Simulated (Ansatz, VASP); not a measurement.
## Co in VASP and in Ansatz

The input INCAR:

```
SYSTEM = Co
ALGO = Fast ; EDIFF = 1E-6
ENCUT = 520 ; GGA = PE
ISIF = 2 ; ISMEAR = 0
ISPIN = 2 ; LASPH = .True.
LCHARG = .False. ; LMAXMIX = 4
LORBIT = 11 ; LREAL = .False.
LWAVE = .False. ; MAGMOM = 1.93 1.93
NBANDS = 20 ; NELM = 150
PREC = Accurate ; SIGMA = 0.15
```

The input KPOINTS:

```
k-points
0
Gamma
  24 24 14
  0 0 0
```

POSCAR

```
Co
1.0
    2.4873648738      0.0000000000      0.0000000000
   -1.2436824369      2.1541211692      0.0000000000
    0.0000000000      0.0000000000      4.0632895034
Co
2
Direct
    0.6666666667      0.3333333333      0.2598610000
    0.3333333333      0.6666666667      0.7401390000
```

Input for Ansatz:

```yaml
crystal:
  lattice:
    - [2.4873648738, 0.0, 0.0]
    - [-1.2436824369, 2.1541211692, 0.0]
    - [0.0, 0.0, 4.0632895034]
  atoms:
    - { symbol: Co, position: [0.6666666667, 0.3333333333, 0.259861], spin: 1.93 }
    - { symbol: Co, position: [0.3333333333, 0.6666666667, 0.740139], spin: 1.93 }
basis:
  ecutwfc: 420
kpoints:
  mp_grid: { grid: [24, 24, 14] }
hamiltonian:
  xc: pbe
scf:
  occupations: { method: gaussian, width: 0.15 }
output:
  forces: true
  stress: true
  eigenvalues: true
  populations: true
  write_density: true
  write_potential: true
  elf: true
  volumetric_format: npy
magnetization:
  spin_polarized: true
```

Alike in both runs: task single point; functional PBE; k mesh 24 × 24 × 14; occupations gaussian, width 0.15 eV; collinear spin.

```csv
,VASP,Ansatz
version,VASP 6.6.1,Ansatz 0.2.0
potentials or method,"VASP PAW PBE potentials, release 64 (Co), cutoff 520 eV","scalar-relativistic, plane waves, PAW"
valence electrons in the cell,18,34
```

```tsv
	VASP	Ansatz	Ansatz less VASP
gap on the k mesh at the Fermi level (eV)	none	none	-
pressure (GPa)	-0.1	0.5	+0.64
traceless stress, the component that is largest in VASP (GPa)	-1.29	-1.24	+0.055
rms of the force components (eV/Å)	0.283	0.291	+0.0075
net moment per atom (μB)	1.62	1.62	+0.006
size of the moment on the site where the two differ most (μB)	1.64	1.70	+0.064
```

Site moments also hang on the region over which each program counts them. Atom by atom the forces differ by 0.008 eV/Å (rms over components). A gap of «none» marks a metal or a gap that the smearing closes. VASP's potentials hold 18 valence electrons a cell and Ansatz's 34, so a difference there can come from the potentials and not from the codes.
